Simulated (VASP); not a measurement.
# KBr: single point with r2SCAN

Crystal: KBr.

```xyz
2
Lattice="0.0000 3.2925 3.2925 3.2925 0.0000 3.2925 3.2925 3.2925 0.0000" Properties=species:S:1:pos:R:3 pbc="T T T"
K     0.0000    0.0000    0.0000
Br    3.2925    3.6461    3.6461
```

This cell differs from its parent crystal: all Br atoms moved -0.500 Å, as atom 2 towards its neighbour atom 2 (Br) at 4.656 Å.

```
Program             : VASP 6.6.1
Task                : single point
Functional          : r2SCAN
Potentials or basis : VASP PAW PBE potentials, release 64 (K_sv, Br)
Cutoff              : 520 eV
k mesh              : 6 × 6 × 6
Occupations         : gaussian, width 0.05 eV
Spin                : no spin polarisation
```

- Pressure: 1.7 GPa
- Largest force: 0.799 eV/Å
- Band gap on the k mesh: 5.15 eV

Forces in eV/Å, atoms in the order of the input:
```
K    0.000  0.565  0.565
Br   0.000 -0.565 -0.565
```

Stress tensor (GPa, compression positive):
```
-0.19  0.00  0.00
 0.00  2.67 -0.91
 0.00 -0.91  2.67
```

Levels at points of the mesh, in eV from the valence-band top:
```
           k point  band 6  band 7  band 8  band 9  band 10  band 11
(0.00, 0.00, 0.00)   -0.01   -0.01    0.00    5.15     8.26     8.56
(0.50, 0.00, 0.00)   -1.11   -0.30   -0.27    7.19     9.00    10.04
(0.00, 0.50, 0.00)   -1.10   -0.25   -0.18    7.04     8.59    10.06
(0.50, 0.50, 0.00)   -0.73   -0.29   -0.22    6.58     8.02     9.34
(0.00, 0.50, 0.50)   -0.78   -0.30   -0.26    6.74     7.93    10.28
```

It took 2.2 min on 1 thread of Intel(R) Xeon(R) 6975P-C (Granite Rapids), with other jobs on the host, peak memory 0.24 GiB.

Caveat: the cell differs from its parent crystal (all Br atoms moved -0.500 Å, as atom 2 towards its neighbour atom 2 (Br) at 4.656 Å); the PAW data sets were made with another functional, which shifts forces and pressure a little.
